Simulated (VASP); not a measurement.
Ca, 1 atom in the cell. It takes space group Pm-3m (No. 221, cubic). The conventional cell has a = 3.457 Å, b = 3.457 Å, c = 3.457 Å, α = 90.00°, β = 90.00°, γ = 90.00°. Within 4.5 Å of Ca (site symmetry m-3m) lie 6 Ca at 3.46 Å. This isn't the form of Ca at room conditions, which is fcc.

| Item | Value |
| --- | --- |
| Program | VASP 6.6.1 |
| Task | single point |
| Functional | LDA |
| Potentials or basis | VASP PAW LDA potentials, release 64 (Ca_sv) |
| Cutoff | 520 eV |
| k mesh | 11 × 11 × 11 |
| Occupations | fermi-dirac, width 0.1 eV |
| Spin | no spin polarisation |
| Dipole correction | no |
| Further INCAR settings | ALGO = Normal; EDIFF = 1e-06; NBANDS = 11 |

Potentials or basis: VASP PAW LDA potentials, release 64 (Ca_sv).

Command:

```console
$ cat potpaw_LDA.64/Ca_sv/POTCAR > POTCAR
$ mpirun -np 1 vasp_std > vasp.out
```

Hardware: 1 thread of Intel Xeon 8259CL, on a shared host.

Estimate the wall time of this run.

Wall time 25 s on 1 thread of Intel Xeon 8259CL, with other jobs on the host, peak memory 0.15 GiB. Counts: scf iterations 11, k points 56.
